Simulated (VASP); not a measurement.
# InGa3P4 (P-4m2) in VASP: a series of runs

Runs on InGa3P4. Level: PBE. Tasks: single point.

All numbers are computed with VASP 6.6.1; they aren't measurements. Logs are shortened: lines on timing, memory, paths and dates and some standing lists are left out, and cuts for length are marked.

## Step 1: The cell of the first run

It takes space group P-4m2 (No. 115, tetragonal). The conventional cell has a = 3.883 Å, b = 3.883 Å, c = 11.067 Å, α = 90.00°, β = 90.00°, γ = 90.00°. In (site symmetry -4m2) has 4 P at 2.49 Å within 3.3 Å. Ga (site symmetry 2mm) has 4 P at 2.34 to 2.35 Å within 3.1 Å. Ga (site symmetry -4m2) has 4 P at 2.35 Å within 3.1 Å. P (site symmetry 2mm) has 2 Ga at 2.34 Å and 2 In at 2.49 Å within 3.1 Å. P (site symmetry 2mm) has 4 Ga at 2.35 Å within 3.1 Å.

## Step 2: Single point, PBE (20.86 Å³/atom)

Input file INCAR:

```
PREC = Accurate ; ENCUT = 520
EDIFF = 1E-6 ; ISMEAR = 0
SIGMA = 0.02 ; LREAL = False
LASPH = True ; NELM = 80
ALGO = Normal ; ISIF = 2
LWAVE = False ; LCHARG = True
GGA = PE ; LELF = True
LVHAR = True ; NBANDS = 46
```

Input file KPOINTS:

```
regular mesh
0
Gamma
  8 8 4
```

Input file POSCAR:

```
InGa3P4
1.0
    3.8828219516      0.0000000000      0.0000000000
    0.0000000000      3.8828219516      0.0000000000
    0.0000000000      0.0000000000     11.0666747548
In Ga P
1 3 4
Direct
    0.5000000000      0.5000000000      0.0000000000
    0.0000000000      0.0000000000      0.7399200243
    0.0000000000      0.0000000000      0.2600799757
    0.5000000000      0.5000000000      0.5000000000
    0.5000000000      0.0000000000      0.8585987237
    0.0000000000      0.5000000000      0.1414012763
    0.5000000000      0.0000000000      0.3801065143
    0.0000000000      0.5000000000      0.6198934857
```

Potentials or basis: VASP PAW PBE potentials, release 64 (In_d, Ga_d, P).

Run with:

```bash
$ cat potpaw_PBE.64/In_d/POTCAR potpaw_PBE.64/Ga_d/POTCAR potpaw_PBE.64/P/POTCAR > POTCAR
$ mpirun -np 1 vasp_std > vasp.out
```

OUTCAR:

```text
PREC = Accurate
   ENCUT = 520
   EDIFF = 1E-6
   ISMEAR = 0
   LREAL = False
   LASPH = True
   NELM = 80
   ISIF = 2
   GGA = PE

 ion  position               nearest neighbor table
   1  0.500  0.500  0.000-   5 2.49   6 2.49   5 2.49   6 2.49
   2  0.000  0.000  0.740-   5 2.34   5 2.34   8 2.35   8 2.35
   3  0.000  0.000  0.260-   6 2.34   6 2.34   7 2.35   7 2.35
   4  0.500  0.500  0.500-   7 2.35   8 2.35   7 2.35   8 2.35
   5  0.500  0.000  0.859-   2 2.34   2 2.34   1 2.49   1 2.49
   6  0.000  0.500  0.141-   3 2.34   3 2.34   1 2.49   1 2.49
   7  0.500  0.000  0.380-   4 2.35   4 2.35   3 2.35   3 2.35
   8  0.000  0.500  0.620-   4 2.35   4 2.35   2 2.35   2 2.35

  LATTYP: Found a simple tetragonal cell.
 ALAT       =     3.8828219516
 C/A-ratio  =     2.8501628179

  Lattice vectors:

 A1 = (   3.8828219516,   0.0000000000,   0.0000000000)
 A2 = (   0.0000000000,   3.8828219516,   0.0000000000)
 A3 = (   0.0000000000,   0.0000000000,  11.0666747548)

Analysis of symmetry for initial positions (statically):
=====================================================================
 Subroutine PRICEL returns:
 Original cell was already a primitive cell.

 Routine SETGRP: Setting up the symmetry group for a
 simple tetragonal supercell.

 Subroutine GETGRP returns: Found  8 space group operations
 (whereof  8 operations were pure point group operations)
 out of a pool of 16 trial point group operations.

The static configuration has the point symmetry D_2d.

Analysis of symmetry for dynamics (positions and initial velocities):
=====================================================================
 Subroutine PRICEL returns:
 Original cell was already a primitive cell.

 Routine SETGRP: Setting up the symmetry group for a
 simple tetragonal supercell.

 Subroutine GETGRP returns: Found  8 space group operations
 (whereof  8 operations were pure point group operations)
 out of a pool of 16 trial point group operations.

The dynamic configuration has the point symmetry D_2d.

 Subroutine INISYM returns: Found  8 space group operations
 (whereof  8 operations are pure point group operations),
 and found     1 'primitive' translations

----------------------------------------------------------------------------------------

                                     Primitive cell

  volume of cell :     166.8446
[... 106 lines left out ...]
   NFREE  =      0    steps in history (QN), initial steepest desc. (CG)
   ISIF   =      2    stress and relaxation
   ISYM   =      2    0-nonsym 1-usesym 2-fastsym
   POTIM  = 0.5000    time-step for ionic-motion
   TEBEG  =    0.0;   TEEND  =   0.0 temperature during run
   PSTRESS=    0.0 pullay stress
   NELECT =      72.0000    total number of electrons
   NUPDOWN=      -1.0000    fix difference up-down
   EMIN   =  10.00;   EMAX   =-10.00  energy-range for DOS
   EFERMI =   0.00;   METHOD = LEGACY
   ISMEAR =     0;   SIGMA  =   0.02  broadening in eV -4-tet -1-fermi 0-gaus
   EFERMI_NEDOS =   21; number of points for ismear=-14 and -15
   IALGO  =     38    algorithm
   IMIX   =      4    mixing-type and parameters
     AMIX     =   0.40;   BMIX     =  1.00
     AMIX_MAG =   1.60;   BMIX_MAG =  1.00
  volume/ion in A,a.u.               =      20.86       140.74
  Fermi-wavevector in a.u.,A,eV,Ry     =   1.237129  2.337835 20.823553  1.530488
  Thomas-Fermi vector in A             =   2.371709
   LORBIT       =      0    0 simple, 1 ext, 2 COOP (PROOUT), +10 PAW based schemes
   GGA     = PE    functional components
   LHFCALC =     F    Hartree Fock is set to
   AEXX    =    0.0000 exact exchange contribution
   IVDW    =     0    specifies the selected vdW correction
   LEPSILON=     F    determine dielectric tensor
   LRPA    =     F    only Hartree local field effects (RPA)
 non-spin polarized calculation
 Gauss-broadening in eV      SIGMA  =   0.02
  energy-cutoff  :      520.00
  volume of cell :      166.84
 maximum number of plane-waves:      4524
 NGX is ok and might be reduce to    30
   NGX = 15   NGY = 15   NGZ = 41

 number of electron      71.9999985 magnetization

 Free energy of the ion-electron system (eV)
  ---------------------------------------------------
  ext. energy  EPLUGINS =         0.00000000
  ---------------------------------------------------
  free energy    TOTEN  =       -35.48381331 eV

  energy without entropy =      -35.48381331  energy(sigma->0) =      -35.48381331

 E-fermi :   5.2626     XC(G=0):  -9.8142

 val. band max:        5.1817651876   @ k =   0.0000   0.0000   0.0000
 cond. band min:       6.6519902808   @ k =   0.5000   0.0000   0.0000
 fundamental gap:      1.4702250931
 Fermi energy:         5.2625532790

 k-point     1 :       0.0000    0.0000    0.0000
  band No.  band energies     occupation
      1      -9.5981      2.00000
      2      -9.5634      2.00000
      3      -9.5086      2.00000
      4      -9.4836      2.00000
      5      -9.4836      2.00000
      6      -9.4643      2.00000
[... 1165 lines left out ...]
     45      10.3371      0.00000
     46      10.5834      0.00000

 [... further k-points ...]

------------------------ aborting loop because EDIFF is reached ----------------------------------------

  FORCE on cell =-STRESS in cart. coord.  units (eV):
  Direction    XX          YY          ZZ          XY          YZ          ZX
  --------------------------------------------------------------------------------------
  -------------------------------------------------------------------------------------
  Total        5.2430661      5.2430661      5.2443181      0.0000000      0.0000000      0.0000000
  in kB       50.3481851     50.3481851     50.3602078      0.0000000      0.0000000      0.0000000
  external PRESSURE =      50.3521927 kB  Pullay stress =       0.0000000 kB

 VOLUME and BASIS-vectors are now :
 -----------------------------------------------------------------------------
  energy-cutoff  :      520.00
  volume of cell :      166.84
      direct lattice vectors                 reciprocal lattice vectors
     3.882821952  0.000000000  0.000000000     0.257544645  0.000000000  0.000000000
     0.000000000  3.882821952  0.000000000     0.000000000  0.257544645  0.000000000
     0.000000000  0.000000000 11.066674755     0.000000000  0.000000000  0.090361380

 POSITION                                       TOTAL-FORCE (eV/Angst)
 -----------------------------------------------------------------------------------
      1.94141      1.94141      0.00000         0.000000     -0.000000      0.000000
      0.00000      0.00000      8.18845         0.000000     -0.000000      0.003714
      0.00000      0.00000      2.87822         0.000000     -0.000000     -0.003714
      1.94141      1.94141      5.53334         0.000000      0.000000      0.000000
      1.94141      0.00000      9.50183         0.000000     -0.000000      0.005861
      0.00000      1.94141      1.56484        -0.000000     -0.000000     -0.005861
      1.94141      0.00000      4.20652         0.000000     -0.000000      0.000254
      0.00000      1.94141      6.86016         0.000000     -0.000000     -0.000254
 -----------------------------------------------------------------------------------
    total drift:                                0.000000      0.000000      0.000000

  FREE ENERGIE OF THE ION-ELECTRON SYSTEM (eV)
  ---------------------------------------------------
  free  energy   TOTEN  =       -35.4838133124 eV

  energy  without entropy=      -35.4838133124  energy(sigma->0) =      -35.48381331
```

Wall time 11 min (1 thread of Oxide Virtual Turin-like, shared host); peak memory 0.41 GiB.

Results:

* Free energy: -35.4838 eV
* Pressure: 5.0 GPa
* Largest force: 0.006 eV/Å
* Band gap on the k mesh: 1.47 eV (least direct gap 1.51 eV)

Forces on the atoms (eV/Å):
```
In   0.000  0.000  0.000
Ga   0.000  0.000  0.004
Ga   0.000  0.000 -0.004
Ga   0.000  0.000  0.000
P    0.000  0.000  0.006
P    0.000  0.000 -0.006
P    0.000  0.000  0.000
P    0.000  0.000  0.000
```

Caveat: the cell stands under pressure; spin-orbit coupling is left out, which moves the levels of the heavy elements. A k mesh can miss the band edges.

## Step 3: Single point, PBE (21.52 Å³/atom)

This run uses another cell than the first one, of 21.52 Å³/atom.

Input file INCAR:

```
PREC = Accurate ; ENCUT = 520
EDIFF = 1E-6 ; ISMEAR = 0
SIGMA = 0.02 ; LREAL = False
LASPH = True ; NELM = 60
ALGO = Normal ; ISIF = 2
LWAVE = False ; LCHARG = False
GGA = PE ; NBANDS = 46
```

KPOINTS is that of step 2.

Input file POSCAR:

```
InGa3P4
1.0
    3.9244536797      0.0000000000      0.0000000000
    0.0000000000      3.9244536797      0.0000000000
    0.0000000000      0.0000000000     11.1788612195
In Ga P
1 3 4
Direct
    0.5000000000      0.5000000000      0.0000000000
    0.0000000000      0.0000000000      0.7400528691
    0.0000000000      0.0000000000      0.2599471309
    0.5000000000      0.5000000000      0.5000000000
    0.5000000000      0.0000000000      0.8588425156
    0.0000000000      0.5000000000      0.1411574844
    0.5000000000      0.0000000000      0.3800432570
    0.0000000000      0.5000000000      0.6199567430
```

Potentials or basis: VASP PAW PBE potentials, release 64 (In_d, Ga_d, P).

Run with:

```bash
$ cat potpaw_PBE.64/In_d/POTCAR potpaw_PBE.64/Ga_d/POTCAR potpaw_PBE.64/P/POTCAR > POTCAR
$ mpirun -np 1 vasp_std > vasp.out
```

It took 11 min on 1 thread of Oxide Virtual Turin-like, shared host; peak memory 0.41 GiB.

It converged, with:

```yaml
Free_energy: -35.6052 eV
Pressure: 2.3 GPa
Largest_force: 0.008 eV/Å
Band_gap_on_the_k_mesh: 1.31 eV
```

Forces on the atoms (eV/Å):
```
In   0.000  0.000  0.000
Ga   0.000  0.000  0.003
Ga   0.000  0.000 -0.003
Ga   0.000  0.000  0.000
P    0.000  0.000  0.008
P    0.000  0.000 -0.008
P    0.000  0.000  0.000
P    0.000  0.000  0.000
```

Levels at points of the mesh, in eV from the valence-band top:
```csv
k point,band 34,band 35,band 36,band 37,band 38,band 39
"(0.00, 0.00, 0.00)",-0.12,0.00,0.00,1.31,1.57,1.70
"(0.50, 0.00, 0.00)",-1.14,-1.12,-0.61,1.39,1.58,2.79
"(0.50, 0.50, 0.00)",-2.62,-2.62,-2.51,1.63,1.63,1.78
"(0.00, 0.00, 0.50)",-0.79,-0.44,-0.44,1.57,1.59,2.25
"(0.50, 0.00, 0.50)",-1.35,-1.32,-0.62,2.27,2.32,2.39
"(0.50, 0.50, 0.50)",-2.94,-2.94,-2.94,2.62,2.62,2.74
```

Caveat: spin-orbit coupling is left out, which moves the levels of the heavy elements.
